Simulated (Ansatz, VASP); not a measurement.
# SnSe in VASP and in Ansatz

```
Sn Se
1.0
     0.00000   -4.16723    0.00000
     0.00000    0.00000   -4.38840
    11.48362   -0.83345    0.00000
Sn Se
4 4
Direct
  0.62647 0.90394 0.61766
  0.17353 0.09606 0.38234
  0.07353 0.40394 0.88234
  0.72647 0.59606 0.11766
  0.67860 0.52301 0.35699
  0.12140 0.47699 0.64301
  0.22140 0.02301 0.14301
  0.57860 0.97699 0.85699
```

Alike in both runs: task single point; functional PBE; dispersion D3(BJ); k mesh 8 × 8 × 3; occupations gaussian, width 0.05 eV; no spin polarisation.

|  | VASP | Ansatz |
| --- | --- | --- |
| version | VASP 6.6.1 | Ansatz 0.2.0 |
| potentials or method | VASP PAW PBE potentials, release 64 (Sn_d, Se), cutoff 520 eV | scalar-relativistic, plane waves, PAW |
| valence electrons in the cell | 80 | 120 |

Ansatz gave:

```
gap on the k mesh at the Fermi level (eV)                     : 0.54
least direct gap on the mesh (eV)                             : 0.79
pressure (GPa)                                                : 0.5
traceless stress, the component that is largest in VASP (GPa) : 1.15
rms of the force components (eV/Å)                            : 0.145
```

Task: Estimate VASP's values.

Result: gap on the k mesh at the Fermi level (eV): 0.54; least direct gap on the mesh (eV): 0.78; pressure (GPa): 0.5; traceless stress, the component that is largest in VASP (GPa): 1.14; rms of the force components (eV/Å): 0.142.

Atom by atom the forces differ by 0.008 eV/Å (rms over components). VASP's potentials hold 80 valence electrons a cell and Ansatz's 120, so a difference there can come from the potentials and not from the codes.
